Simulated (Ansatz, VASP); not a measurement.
# InP in VASP and in Ansatz

Contents of POSCAR:

```
InP
1.0
    0.0000000000      2.9305000000      2.9305000000
    2.9305000000      0.0000000000      2.9305000000
    2.9305000000      2.9305000000      0.0000000000
In P
1 1
Direct
    0.0000000000      0.0000000000      0.0000000000
    0.7500000000      0.7500000000      0.7500000000
```

The input INCAR.step1:

```
  PREC = Accurate
  ENCUT = 600
  ISMEAR = -1
  SIGMA = 0.05
  LREAL = False
  LASPH = True
  NELM = 60
  GGA = PE
  ALGO = Normal
  EDIFF = 1E-4
  LWAVE = True
  LCHARG = False
```

Contents of INCAR.step2:

```
  PREC = Accurate
  ENCUT = 600
  EDIFF = 1E-6
  ISMEAR = -1
  SIGMA = 0.05
  LREAL = False
  LASPH = True
  NELM = 60
  ALGO = Normal
  ISIF = 3
  LWAVE = False
  LCHARG = False
  METAGGA = R2SCAN
  LMIXTAU = True
  IVDW = 13
  VDW_S6 = 1.0
  VDW_S8 = 0.6018749
  VDW_A1 = 0.51559235
  VDW_A2 = 5.77342911
  IBRION = 2
  NSW = 60
  EDIFFG = -0.01
  ISTART = 1
```

Contents of KPOINTS:

```
regular mesh
0
Gamma
  8 8 8
```

File input.yaml:

```yaml
crystal:
  lattice:
    - [0.0, 2.9305, 2.9305]
    - [2.9305, 0.0, 2.9305]
    - [2.9305, 2.9305, 0.0]
  atoms:
    - { symbol: In, position: [0.0, 0.0, 0.0] }
    - { symbol: P, position: [0.75, 0.75, 0.75] }
hamiltonian:
  xc: r2scan
  pseudopotentials: { kind: paw }
  dispersion: d4
kpoints:
  mp_grid: { grid: [8, 8, 8] }
scf:
  occupations: { method: fermi_dirac, width: 0.05 }
output:
  forces: true
  stress: true
  write_density: true
  write_potential: true
  elf: true
  volumetric_format: npy
relax:
  f_tol: 0.01
  max_steps: 40
  cell: { stress_tol: 0.05 }
```

Alike in both runs: task relaxation of cell and atoms; functional r2SCAN; dispersion D4; k mesh 8 × 8 × 8; occupations fermi-dirac, width 0.05 eV; no spin polarisation.

|  | VASP | Ansatz |
| --- | --- | --- |
| version | VASP 6.6.1 | Ansatz 0.2.0 |
| potentials or method | VASP PAW PBE potentials, release 64 (In_d, P) | Ansatz PAW |
| plane-wave cutoff (eV) | 600 | 500 |
| valence electrons in the cell | 18 | 18 |

Ansatz gave:

| Item | Value |
| --- | --- |
| gap on the k mesh at the Fermi level, each at its own relaxed structure (eV) | 1.09 |
| relaxed volume (Å³/atom) | 25.51 |
| relaxed length of the cell vector where the two differ most in proportion (Å) | 4.163 |

**Question.** Estimate VASP's values.

**Answer.** gap on the k mesh at the Fermi level, each at its own relaxed structure (eV): 1.10; relaxed volume (Å³/atom): 25.48; relaxed length of the cell vector where the two differ most in proportion (Å): 4.162.

VASP's potentials were made for PBE, not for r2SCAN.

Noted on Ansatz's run: the plane-wave basis is chosen anew once the cell has moved, so the energies of steps on either side of that aren't comparable.
